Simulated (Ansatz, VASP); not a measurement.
**Hf in VASP and in Ansatz**

```
Hf
1.0
     0.00000    3.11458    3.11458
     3.11458    0.00000    3.11458
     3.11458    3.11458    0.00000
Hf
2
Direct
  0.12500 0.12500 0.12500
  0.87500 0.87500 0.87500
```

Alike in both runs: task relaxation of cell and atoms; functional BLYP; k mesh 9 × 9 × 9; occupations fermi-dirac, width 0.1 eV; no spin polarisation.

|  | VASP | Ansatz |
| --- | --- | --- |
| version | VASP 6.6.1 | Ansatz 0.2.0 |
| potentials or method | VASP PAW PBE potentials, release 64 (Hf_pv), cutoff 600 eV | plane waves (420 eV) with PAW, scalar-relativistic |
| valence electrons in the cell | 20 | 52 |

|  | VASP | Ansatz | Ansatz less VASP |
| --- | --- | --- | --- |
| relaxed volume (Å³/atom) | 37.35 | 37.42 | +0.068 |
| relaxed cell length with the largest relative difference (Å) | 4.727 | 4.730 | +0.0029 |

VASP's potentials were made for PBE, not for BLYP. VASP's potentials hold 20 valence electrons a cell and Ansatz's 52, so a difference there can come from the potentials and not from the codes.

Neither program's run includes spin-orbit coupling. Noted on VASP's run: the volume moved by over 15 % at a fixed basis, so the end points are rough.
